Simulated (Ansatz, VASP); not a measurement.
# BiO5: VASP beside Ansatz

```xyz
6
Lattice="4.5826 0.0000 0.0000 0.0000 4.5826 0.0000 0.0000 0.0000 4.1725" Properties=species:S:1:pos:R:3 pbc="T T T"
Bi    2.2913    2.2913    2.0862
O     0.0000    2.2913    2.0862
O     2.2913    0.0000    2.0862
O     0.0000    0.0000    2.6780
O     0.0000    0.0000    1.4944
O     2.2913    2.2913    0.0000
```

Alike in both runs: functional PBE; k mesh 4 × 4 × 4; occupations gaussian, width 0.2 eV; no spin polarisation.

Ansatz relaxed the structure, and its values are those at the end. VASP's run is a single point on that final structure, the one shown.

```csv
,VASP,Ansatz
version,VASP 6.6.1,Ansatz 0.2.0
potentials or method,"VASP PAW PBE potentials, release 64 (Bi_d, O), cutoff 600 eV","scalar-relativistic, plane waves, PAW"
valence electrons in the cell,45,45
```

|  | VASP | Ansatz | Ansatz less VASP |
| --- | --- | --- | --- |
| gap on the k mesh at the Fermi level (eV) | none | none | - |
| pressure (GPa) | 1.4 | 0.3 | -1.12 |
| rms of the force components (eV/Å) | 0.543 | 0.001 | -0.5418 |

A gap of «none» marks a metal or a gap that the smearing closes.

The k mesh is coarse, so the values compare programs but aren't converged. Neither program's run includes spin-orbit coupling. Noted on VASP's run: the standard files for N, O and F lose accuracy on very short bonds.
